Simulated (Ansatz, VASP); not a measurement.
## Two plane-wave programs on SiMo3

```
CELL_PARAMETERS angstrom
4.90639 0.00000 0.00000
0.00000 4.90639 0.00000
0.00000 0.00000 4.90639
ATOMIC_POSITIONS crystal
Si 0.50000 0.50000 0.50000
Si 0.00000 0.00000 0.00000
Mo 0.00000 0.50000 0.75000
Mo 0.00000 0.50000 0.25000
Mo 0.50000 0.25000 0.00000
Mo 0.50000 0.75000 0.00000
Mo 0.25000 0.00000 0.50000
Mo 0.75000 0.00000 0.50000
```

Alike in both runs: functional PBE; k mesh 6 × 6 × 6; occupations gaussian, width 0.1 eV; no spin polarisation.

Ansatz relaxed the structure, and its values are those at the end. VASP's run is a single point on that final structure, the one shown.

|  | VASP | Ansatz |
| --- | --- | --- |
| version | VASP 6.6.1 | Ansatz 0.2.0 |
| potentials or method | VASP PAW PBE potentials, release 64 (Si, Mo_sv), cutoff 500 eV | scalar-relativistic, plane waves, PAW |
| valence electrons in the cell | 92 | 92 |

|  | VASP | Ansatz | Ansatz less VASP |
| --- | --- | --- | --- |
| gap on the k mesh at the Fermi level (eV) | none | none | - |
| pressure (GPa) | 0.5 | 0.0 | -0.48 |

A gap of «none» marks a metal or a gap that the smearing closes. With one functional, cell and mesh, what is left measures potentials, basis and numerics.
